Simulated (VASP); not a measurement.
Mg, 2 atoms in the cell. Symmetry: P6_3/mmc, No. 194, hexagonal system. The conventional cell has a = 3.179 Å, b = 3.179 Å, c = 5.157 Å, α = 90.00°, β = 90.00°, γ = 120.00°. Mg (site symmetry -6m2) has 12 Mg at 3.17 to 3.18 Å within 4.2 Å. 

```yaml
Program: VASP 6.6.1
Task: single point
Functional: r2SCAN
Potentials_or_basis: VASP PAW PBE potentials, release 64 (Mg)
Cutoff: 520 eV
k_mesh: 11 × 11 × 6
Occupations: fermi-dirac, width 0.3 eV
Spin: no spin polarisation
Dipole_correction: no
Further_INCAR_settings: ALGO = Normal; EDIFF = 1e-07; NBANDS = 9
```

Potentials or basis: VASP PAW PBE potentials, release 64 (Mg).

Launch:

```console
$ cat potpaw_PBE.64/Mg/POTCAR > POTCAR
$ cp INCAR.step1 INCAR
$ mpirun -np 1 vasp_std > vasp.out
$ cp INCAR.step2 INCAR
$ mpirun -np 1 vasp_std > vasp.out
```

Hardware: 1 thread of AMD EPYC 7R43 64-Core Processor (Zen 3) (shared host).

Estimate the wall time of this run.

Wall time 2.3 min on 1 thread of AMD EPYC 7R43 64-Core Processor (Zen 3) (shared host), peak memory 0.14 GiB. Counts: k points 64.
